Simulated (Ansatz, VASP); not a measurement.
C in VASP and in Ansatz

File INCAR:

```
SYSTEM = C
PREC     = Accurate       ! precision mode
ENCUT    = 600            ! plane-wave cutoff, eV
EDIFF    = 1E-6           ! SCF threshold, eV
ISMEAR   = 0              ! smearing method
SIGMA    = 0.15           ! smearing width, eV
LREAL    = .FALSE.        ! projectors in reciprocal space
LASPH    = .TRUE.         ! aspherical terms in the spheres
NELM     = 120            ! most SCF steps
ALGO     = Normal         ! electronic algorithm
ISIF     = 2              ! what is computed and relaxed
LWAVE    = .FALSE.        ! write WAVECAR
LCHARG   = .TRUE.         ! write CHGCAR
GGA      = PS             ! functional
LELF     = .TRUE.         ! ELF
LVHAR    = .TRUE.       
NBANDS   = 16             ! bands
GGA_COMPAT= .FALSE.
```

Contents of KPOINTS:

```
regular mesh
0
G
  18 18 6
  0 0 0
```

File POSCAR:

```
C
1.0
    1.2294745828     -2.1290849001      0.0000000000
    1.2294745828      2.1290849001      0.0000000000
    0.0000000000      0.0000000000      7.3778161753
C
4
Direct
    0.0193920035      0.7727143128      0.7498448039
    0.6472513025      0.5606423812      0.2501553613
    0.9806079965      0.2272856872      0.2501551961
    0.3527486975      0.4393576188      0.7498446387
```

Input for Ansatz:

```yaml
crystal:
  lattice:
    - [1.2294745828, -2.1290849001, 0.0]
    - [1.2294745828, 2.1290849001, 0.0]
    - [0.0, 0.0, 7.3778161753]
  atoms:
    - { symbol: C, position: [0.0193920035, 0.7727143128, 0.7498448039] }
    - { symbol: C, position: [0.6472513025, 0.5606423812, 0.2501553613] }
    - { symbol: C, position: [0.9806079965, 0.2272856872, 0.2501551961] }
    - { symbol: C, position: [0.3527486975, 0.4393576188, 0.7498446387] }
basis:
  ecutwfc: 520.0
kpoints:
  mp_grid: { grid: [18, 18, 6] }
hamiltonian:
  xc: pbesol
  pseudopotentials: { kind: paw, azcp: { folder: soft_1 } }
scf:
  occupations: { method: gaussian, width: 0.15 }
output:
  forces: true
  stress: true
  eigenvalues: true
```

Change from the starting cell: mode 1 frozen in at -0.170 Å and mode 5 at -0.256 Å (largest displacements).

Alike in both runs: task single point; functional PBEsol; k mesh 18 × 18 × 6; occupations gaussian, width 0.15 eV; no spin polarisation.

```csv
,VASP,Ansatz
version,VASP 6.6.1,Ansatz 0.2.0
potentials or method,"VASP PAW PBE potentials, release 64 (C), cutoff 600 eV","scalar-relativistic, plane waves, PAW"
valence electrons in the cell,16,16
```

VASP gave:

| Item | Value |
| --- | --- |
| gap on the k mesh at the Fermi level (eV) | none |
| least direct gap on the mesh (eV) | 0.00 |
| pressure (GPa) | 0.3 |
| traceless stress, the component that is largest in VASP (GPa) | -0.43 |
| rms of the force components (eV/Å) | 0.005 |

Task: Estimate Ansatz's values.

Result: gap on the k mesh at the Fermi level (eV): none; least direct gap on the mesh (eV): 0.00; pressure (GPa): 0.0; traceless stress, the component that is largest in VASP (GPa): 0.14; rms of the force components (eV/Å): 0.005.

VASP's potentials were made for PBE, not for PBEsol, and Ansatz warns of the same on its side. Atom by atom the forces differ by 0.000 eV/Å (rms over components). A gap of «none» marks a metal or a gap that the smearing closes. With one functional, cell and mesh, what is left measures potentials, basis and numerics.

A gap of «none» marks a metal or a gap under the smearing width.
